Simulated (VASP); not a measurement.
Write the native input for VASP 6.6.1 that does the following.

* Task: single point
* Functional: LDA
* Potentials or basis: VASP PAW LDA potentials, release 64 (Hg, Pt)
* Cutoff: 520 eV
* k mesh: 5 × 5 × 8
* Occupations: gaussian, width 0.1 eV
* Spin: no spin polarisation
* Dipole correction: no
* Further INCAR settings: ALGO = Normal; EDIFF = 1e-06; NBANDS = 29

The structure of HgPt3 lies in POSCAR:

```
HgPt3
1.0
    2.9143790000     -3.9725940000      0.0000000000
    2.9143790000      3.9725940000      0.0000000000
    0.0000000000      0.0000000000      2.9056840000
Hg Pt
1 3
Direct
    0.0000000000      0.0000000000      0.0000000000
    0.5000000000      0.5000000000      0.0000000000
    0.0000000000      0.5000000000      0.5000000000
    0.5000000000      0.0000000000      0.5000000000
```

One way to write it, as run:

INCAR

```
SYSTEM = HgPt3
PREC = Accurate
ENCUT = 520
EDIFF = 1E-6
ISMEAR = 0
SIGMA = 0.1
LREAL = .False.
LASPH = .True.
NELM = 60
ALGO = Normal
ISIF = 2
LWAVE = .False.
LCHARG = .False.
NBANDS = 29
```

KPOINTS

```
Automatic mesh
0
Gamma
  5 5 8
  0 0 0
```

Potentials or basis: VASP PAW LDA potentials, release 64 (Hg, Pt).

Run with:

```bash
$ cat potpaw_LDA.64/Hg/POTCAR potpaw_LDA.64/Pt/POTCAR > POTCAR
$ mpirun -np 1 vasp_std > vasp.out
```

Results of the run:

* Pressure: -13.7 GPa
* Band gap on the k mesh: zero (bands 21 and 22 overlap by 1.42 eV)

Caveat: the cell stands under tension; spin-orbit coupling is left out, which moves the levels of the heavy elements.

Wall time 30 s on 1 thread of AMD EPYC 9R45 96-Core Processor (Zen 5) (shared host), peak memory 0.18 GiB.
